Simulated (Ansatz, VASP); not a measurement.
# Ag in VASP and in Ansatz

```xyz
4
Lattice="2.8710 0.0000 0.0000 -1.4355 2.4863 0.0000 0.0000 0.0000 9.3381" Properties=species:S:1:pos:R:3 pbc="T T T"
Ag    0.0000    1.6575    2.3345
Ag    1.4355    0.8288    7.0035
Ag    0.0000    0.0000    0.0000
Ag    0.0000    0.0000    4.6690
```

Alike in both runs: functional PBEsol; k mesh 18 × 18 × 4; occupations gaussian, width 0.1 eV; no spin polarisation.

Ansatz relaxed the structure, and its values are those at the end. VASP's run is a single point on that final structure, the one shown.

|  | VASP | Ansatz |
| --- | --- | --- |
| version | VASP 6.6.1 | Ansatz 0.2.0 |
| potentials or method | VASP PAW PBE potentials, release 64 (Ag), cutoff 520 eV | scalar-relativistic, plane waves, PAW |
| valence electrons in the cell | 44 | 76 |

VASP gave:

- gap on the k mesh at the Fermi level (eV): none
- pressure (GPa): -0.3

Question: Estimate Ansatz's values.

Answer: gap on the k mesh at the Fermi level (eV): none; pressure (GPa): 0.0.

VASP's potentials were made for PBE, not for PBEsol. A gap of «none» marks a metal or a gap that the smearing closes. VASP's potentials hold 44 valence electrons a cell and Ansatz's 76, so a difference there can come from the potentials and not from the codes.
